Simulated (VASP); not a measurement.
# Pd (Fm-3m) in VASP: further runs

Runs on Pd. Level: PBEsol. Tasks: single point, relaxation of cell and atoms.

Everything below comes from runs of VASP 6.6.1. Logs are shortened: lines on timing, memory, paths and dates and some standing lists are left out, and cuts for length are marked.

### Step 1. The cell of the first run

Symmetry: Fm-3m, No. 225, cubic system. Conventional cell: a = 3.844 Å, b = 3.844 Å, c = 3.844 Å, α = 90.00°, β = 90.00°, γ = 90.00°. Within 3.6 Å of Pd (site symmetry m-3m) lie 12 Pd at 2.72 Å.

### Step 2. Single point, PBEsol

Input file INCAR:

```
SYSTEM = Pd
ALGO = Normal
EDIFF = 1E-6
ENCUT = 520
GGA = PS
ISIF = 2
ISMEAR = -1
LASPH = .TRUE.
LCHARG = .FALSE.
LREAL = .FALSE.
LWAVE = .FALSE.
NBANDS = 11
NELM = 100
PREC = Accurate
SIGMA = 0.05
```

Input file KPOINTS:

```
k-points
0
G
  12 12 12
  0 0 0
```

Input file POSCAR:

```
Pd
1.0
    0.0000000000      1.9221884691      1.9221884691
    1.9221884691      0.0000000000      1.9221884691
    1.9221884691      1.9221884691      0.0000000000
Pd
1
Direct
    0.0000000000      0.0000000000      0.0000000000
```

Potentials or basis: VASP PAW PBE potentials, release 64 (Pd).

Command:

```sh
$ cat potpaw_PBE.64/Pd/POTCAR > POTCAR
$ mpirun -np 1 vasp_std > vasp.out
```

OUTCAR:

```text
SYSTEM = Pd
   EDIFF = 1E-6
   ENCUT = 520
   GGA = PS
   ISIF = 2
   ISMEAR = -1
   LASPH = .TRUE.
   LREAL = .FALSE.
   NELM = 100
   PREC = Accurate

 ion  position               nearest neighbor table
   1  0.000  0.000  0.000-

  LATTYP: Found a face centered cubic cell.
 ALAT       =     3.8443769382

  Lattice vectors:

 A1 = (   0.0000000000,   1.9221884691,   1.9221884691)
 A2 = (   1.9221884691,   0.0000000000,   1.9221884691)
 A3 = (   1.9221884691,   1.9221884691,   0.0000000000)

Analysis of symmetry for initial positions (statically):
[... 33 lines left out ...]
                                     Primitive cell

  volume of cell :      14.2042

  direct lattice vectors                    reciprocal lattice vectors
     0.000000000  1.922188469  1.922188469    -0.260120174  0.260120174  0.260120174
     1.922188469  0.000000000  1.922188469     0.260120174 -0.260120174  0.260120174
     1.922188469  1.922188469  0.000000000     0.260120174  0.260120174 -0.260120174

  length of vectors
     2.718385002  2.718385002  2.718385002     0.450541358  0.450541358  0.450541358

  position of ions in fractional coordinates (direct lattice)
     0.000000000  0.000000000  0.000000000

  ion indices of the primitive-cell ions
   primitive index   ion index
                 1           1

----------------------------------------------------------------------------------------

 KPOINTS: k-points

Automatic generation of k-mesh.
 Grid dimensions read from file:
 generate k-points for:   12   12   12

 Generating k-lattice:

  Cartesian coordinates                     Fractional coordinates (reciprocal lattice)
    -0.021676681  0.021676681  0.021676681     0.083333333  0.000000000  0.000000000
     0.021676681 -0.021676681  0.021676681     0.000000000  0.083333333  0.000000000
     0.021676681  0.021676681 -0.021676681     0.000000000  0.000000000  0.083333333

  Length of vectors
     0.037545113  0.037545113  0.037545113

  Shift w.r.t. Gamma in fractional coordinates (k-lattice)
     0.000000000  0.000000000  0.000000000

 Subroutine IBZKPT returns following result:
 ===========================================

 Found     72 irreducible k-points:

 Following reciprocal coordinates:
            Coordinates               Weight
  0.000000  0.000000  0.000000      1.000000
  0.083333  0.000000  0.000000      8.000000
  0.166667  0.000000  0.000000      8.000000
  0.250000  0.000000  0.000000      8.000000
  0.333333  0.000000  0.000000      8.000000
  0.416667  0.000000  0.000000      8.000000
[... 16 lines left out ...]
  0.500000  0.166667  0.000000     24.000000
 -0.416667  0.166667  0.000000     24.000000
 [... further k-points ...]
   k-points           NKPTS =     72   k-points in BZ     NKDIM =     72   number of bands    NBANDS=     11
   number of dos      NEDOS =    301   number of ions     NIONS =      1
   total plane-waves  NPLWV =   8000
   dimension x,y,z NGX =    20 NGY =   20 NGZ =   20
   dimension x,y,z NGXF=    40 NGYF=   40 NGZF=   40
   ions per type =               1
   NGX,Y,Z   is equivalent  to a cutoff of  12.23, 12.23, 12.23 a.u.
   NGXF,Y,Z  is equivalent  to a cutoff of  24.46, 24.46, 24.46 a.u.
 SYSTEM =  Pd
   PREC   = accura    normal or accurate (medium, high low for compatibility)
   ISTART =      0    job   : 0-new  1-cont  2-samecut
   ICHARG =      2    charge: 1-file 2-atom 10-const
   ISPIN  =      1    spin polarized calculation?
   LNONCOLLINEAR =      F non collinear calculations
   LSORBIT =      F    spin-orbit coupling
   LASPH  =      T    aspherical Exc in radial PAW
   ENCUT  =  520.0 eV  38.22 Ry    6.18 a.u.   5.05  5.05  5.05*2*pi/ulx,y,z
   NELM   =    100;   NELMIN=  2; NELMDL= -5     # of ELM steps
   EDIFF  = 0.1E-05   stopping-criterion for ELM
   LREAL  =      F    real-space projection
   EDIFFG = 0.1E-04   stopping-criterion for IOM
   NSW    =      0    number of steps for IOM
   IBRION =     -1    ionic relax: 0-MD 1-quasi-New 2-CG
   NFREE  =      0    steps in history (QN), initial steepest desc. (CG)
   ISIF   =      2    stress and relaxation
   ISYM   =      2    0-nonsym 1-usesym 2-fastsym
   POTIM  = 0.5000    time-step for ionic-motion
   TEBEG  =    0.0;   TEEND  =   0.0 temperature during run
   PSTRESS=    0.0 pullay stress
   NELECT =      10.0000    total number of electrons
   NUPDOWN=      -1.0000    fix difference up-down
   EMIN   =  10.00;   EMAX   =-10.00  energy-range for DOS
   EFERMI =   0.00;   METHOD = LEGACY
   ISMEAR =    -1;   SIGMA  =   0.05  broadening in eV -4-tet -1-fermi 0-gaus
   EFERMI_NEDOS =   21; number of points for ismear=-14 and -15
   IALGO  =     38    algorithm
   IMIX   =      4    mixing-type and parameters
     AMIX     =   0.40;   BMIX     =  1.00
     AMIX_MAG =   1.60;   BMIX_MAG =  1.00
  volume/ion in A,a.u.               =      14.20        95.85
  Fermi-wavevector in a.u.,A,eV,Ry     =   1.456360  2.752122 28.857762  2.120986
  Thomas-Fermi vector in A             =   2.573288
   LORBIT       =      0    0 simple, 1 ext, 2 COOP (PROOUT), +10 PAW based schemes
   GGA     = PS    functional components
   LHFCALC =     F    Hartree Fock is set to
   AEXX    =    0.0000 exact exchange contribution
   IVDW    =     0    specifies the selected vdW correction
   LEPSILON=     F    determine dielectric tensor
   LRPA    =     F    only Hartree local field effects (RPA)
 non-spin polarized calculation
  energy-cutoff  :      520.00
  volume of cell :       14.20
 maximum number of plane-waves:       392
   NGX = 11   NGY = 11   NGZ = 11

 number of electron      10.0000005 magnetization

 Free energy of the ion-electron system (eV)
  ---------------------------------------------------
  ext. energy  EPLUGINS =         0.00000000
  ---------------------------------------------------
  free energy    TOTEN  =        -5.97091877 eV

  energy without entropy =       -5.95239693  energy(sigma->0) =       -5.96165785

 E-fermi :  10.2410     XC(G=0): -13.6186

 val. band max:       10.2370093715   @ k =   0.4167   0.2500   0.0000
 cond. band min:      10.2417050396   @ k =   0.5000   0.0000   0.0000
 fundamental gap:      0.0046956681
 Fermi energy:        10.2409644346

 k-point     1 :       0.0000    0.0000    0.0000
  band No.  band energies     occupation
      1       2.7338      2.00000
      2       7.2262      2.00000
      3       7.2262      2.00000
      4       7.2262      2.00000
      5       8.9622      2.00000
      6       8.9622      2.00000
      7      27.4095      0.00000
      8      32.3983      0.00000
      9      32.3983      0.00000
     10      32.3983      0.00000
     11      36.1884      0.00000

 k-point     2 :       0.0833    0.0000    0.0000
  band No.  band energies     occupation
      1       2.9926      2.00000
      2       7.1331      2.00000
      3       7.3164      2.00000
      4       7.3164      2.00000
      5       8.9197      2.00000
      6       8.9197      2.00000
      7      27.6938      0.00000
      8      30.8985      0.00000
      9      32.7129      0.00000
     10      32.7129      0.00000
     11      36.2371      0.00000

 k-point     3 :       0.1667    0.0000    0.0000
  band No.  band energies     occupation
      1       3.6915      2.00000
      2       6.9706      2.00000
      3       7.4995      2.00000
      4       7.4995      2.00000
      5       8.8890      2.00000
      6       8.8890      2.00000
      7      27.7159      0.00000
      8      28.8006      0.00000
      9      33.5441      0.00000
     10      33.5441      0.00000
     11      36.2300      0.00000

 k-point     4 :       0.2500    0.0000    0.0000
  band No.  band energies     occupation
      1       4.4669      2.00000
      2       7.1750      2.00000
      3       7.5396      2.00000
      4       7.5396      2.00000
      5       9.1143      2.00000
      6       9.1143      2.00000
      7      25.0458      0.00000
      8      28.5490      0.00000
      9      34.3363      0.00000
     10      34.3363      0.00000
     11      36.1279      0.00000

 k-point     5 :       0.3333    0.0000    0.0000
  band No.  band energies     occupation
      1       4.7316      2.00000
      2       7.3953      2.00000
      3       7.3953      2.00000
      4       8.3456      2.00000
      5       9.5980      1.99999
      6       9.5980      1.99999
      7      21.9839      0.00000
      8      27.7712      0.00000
      9      33.4730      0.00000
     10      33.4730      0.00000
     11      36.4097      0.00000
[... 211 lines left out ...]
 k-point    21 :       0.3333    0.1667    0.0000
  band No.  band energies     occupation
      1       5.2113      2.00000
      2       6.3617      2.00000
      3       7.4159      2.00000
      4       8.1271      2.00000
      5       9.7996      1.99971
      6       9.8258      1.99950
      7      24.5087      0.00000
      8      28.6760      0.00000
      9      29.5209      0.00000
     10      31.6971      0.00000
     11      36.1025      0.00000

 k-point    22 :       0.4167    0.1667    0.0000
  band No.  band energies     occupation
      1       5.2442      2.00000
      2       6.7657      2.00000
      3       7.3984      2.00000
      4       7.9800      2.00000
      5      10.1953      1.42738
      6      11.4457      0.00000
      7      21.3074      0.00000
      8      27.6695      0.00000
      9      29.1553      0.00000
     10      30.9447      0.00000
     11      36.2552      0.00000

 k-point    23 :       0.5000    0.1667    0.0000
  band No.  band energies     occupation
      1       5.2056      2.00000
      2       6.7072      2.00000
      3       7.8247      2.00000
      4       7.9546      2.00000
      5      10.2877      0.56366
      6      13.3484      0.00000
      7      18.5762      0.00000
      8      26.8388      0.00000
      9      29.4122      0.00000
     10      29.9005      0.00000
     11      36.2614      0.00000

 k-point    24 :      -0.4167    0.1667    0.0000
  band No.  band energies     occupation
      1       5.2609      2.00000
      2       6.7156      2.00000
      3       7.7512      2.00000
      4       8.1691      2.00000
      5       9.9963      1.98511
      6      13.9085      0.00000
      7      18.0801      0.00000
      8      26.3025      0.00000
      9      29.3245      0.00000
     10      30.4979      0.00000
     11      36.2571      0.00000

 [... further k-points ...]
[... 5 lines left out ...]
  --------------------------------------------------------------------------------------
  -------------------------------------------------------------------------------------
  Total        0.4088080      0.4088080      0.4088080     -0.0000000      0.0000000      0.0000000
  in kB       46.1118045     46.1118045     46.1118045     -0.0000000      0.0000000      0.0000000
  external PRESSURE =      46.1118045 kB  Pullay stress =       0.0000000 kB

 VOLUME and BASIS-vectors are now :
 -----------------------------------------------------------------------------
  energy-cutoff  :      520.00
  volume of cell :       14.20
      direct lattice vectors                 reciprocal lattice vectors
     0.000000000  1.922188469  1.922188469    -0.260120174  0.260120174  0.260120174
     1.922188469  0.000000000  1.922188469     0.260120174 -0.260120174  0.260120174
     1.922188469  1.922188469  0.000000000     0.260120174  0.260120174 -0.260120174

 POSITION                                       TOTAL-FORCE (eV/Angst)
 -----------------------------------------------------------------------------------
      0.00000      0.00000      0.00000         0.000000      0.000000     -0.000000
 -----------------------------------------------------------------------------------
    total drift:                                0.000000      0.000000      0.000000

  FREE ENERGIE OF THE ION-ELECTRON SYSTEM (eV)
  ---------------------------------------------------
  free  energy   TOTEN  =        -5.9709187705 eV

  energy  without entropy=       -5.9523969252  energy(sigma->0) =       -5.96165785
```

It took 4.4 s on 1 thread of Intel Xeon 6975P-C (Granite Rapids), shared host; peak memory 0.12 GiB.

What came out:

* Free energy: -5.9709 eV
* Pressure: 4.6 GPa
* Band gap on the k mesh: zero (band 5 reaches 10.58 eV, above the bottom of band 6 at 8.89 eV)

Caveat: the PAW data sets were made with another functional, which shifts forces and pressure a little.

### Step 3. Relaxation of cell and atoms, PBEsol

This run uses another cell than the first one, of 14.75 Å³/atom, 1.038 times its volume.

Input file INCAR:

```
PREC = Accurate
ENCUT = 600
EDIFF = 1E-6
ISMEAR = -1
SIGMA = 0.05
LREAL = False
LASPH = True
NELM = 60
ALGO = Normal
ISIF = 3
LWAVE = False
LCHARG = False
GGA = PS
IBRION = 2
NSW = 80
EDIFFG = -0.005
```

Input file KPOINTS:

```
Automatic mesh
0
Gamma
  12 12 12
```

Input file POSCAR:

```
Pd
1.0
    0.0000000000      1.9465000000      1.9465000000
    1.9465000000      0.0000000000      1.9465000000
    1.9465000000      1.9465000000      0.0000000000
Pd
1
Direct
    0.0000000000      0.0000000000      0.0000000000
```

Potentials or basis: VASP PAW PBE potentials, release 64 (Pd).

Command:

```sh
$ cat potpaw_PBE.64/Pd/POTCAR > POTCAR
$ mpirun -np 1 vasp_std > vasp.out
```

Wall time 9.6 s (1 thread of Intel Xeon 6975P-C (Granite Rapids), shared host); peak memory 0.15 GiB.

The run converged. Its results:

- Free energy: -5.9759 eV
- Relaxed volume: 14.51 Å³/atom
- Relaxed cell: a = 2.738 Å, b = 2.738 Å, c = 2.738 Å, α = 60.00°, β = 60.00°, γ = 60.00°
- Space group after relaxing (to 0.05 Å): Fm-3m (No. 225)
- Energy gained by relaxing: 2.5 meV/atom
- Ionic steps: 3
- Pressure after relaxing: 0.0 GPa
- Band gap on the k mesh: zero (band 5 reaches 10.19 eV, above the bottom of band 6 at 8.57 eV)

Step by step:
```tsv
step	energy change (eV)	largest force (eV/Å)	pressure (GPa)	volume (Å³)
1	0.0000	0.0000	-3.26	14.75
2	0.0045	0.0000	6.03	14.12
3	-0.0025	0.0000	-0.03	14.51
```

Final structure:
```cif
data_structure
_symmetry_space_group_name_H-M 'P 1'
_symmetry_Int_Tables_number 1
_cell_length_a 2.7376
_cell_length_b 2.7376
_cell_length_c 2.7376
_cell_angle_alpha 60.000
_cell_angle_beta 60.000
_cell_angle_gamma 60.000
_cell_volume 14.51
loop_
_atom_site_label
_atom_site_type_symbol
_atom_site_fract_x
_atom_site_fract_y
_atom_site_fract_z
_atom_site_occupancy
Pd1 Pd 0.00000 0.00000 0.00000 1
```

Levels at points of the mesh, in eV from the Fermi level:
| k point | band 1 | band 2 | band 3 | band 4 | band 5 | band 6 | band 7 | band 8 | band 9 |
| --- | --- | --- | --- | --- | --- | --- | --- | --- | --- |
| (0.00, 0.00, 0.00) | -7.34 | -2.91 | -2.91 | -2.91 | -1.24 | -1.24 | 17.17 | 22.03 | 22.03 |
| (0.50, 0.00, 0.00) | -5.45 | -2.96 | -2.96 | 0.00 | 0.00 | 0.92 | 7.42 | 16.53 | 21.20 |
| (0.50, 0.50, 0.00) | -5.54 | -5.25 | -0.02 | 0.32 | 0.32 | 3.28 | 10.91 | 13.23 | 13.23 |

Caveat: the PAW data sets were made with another functional, which shifts forces and pressure a little.
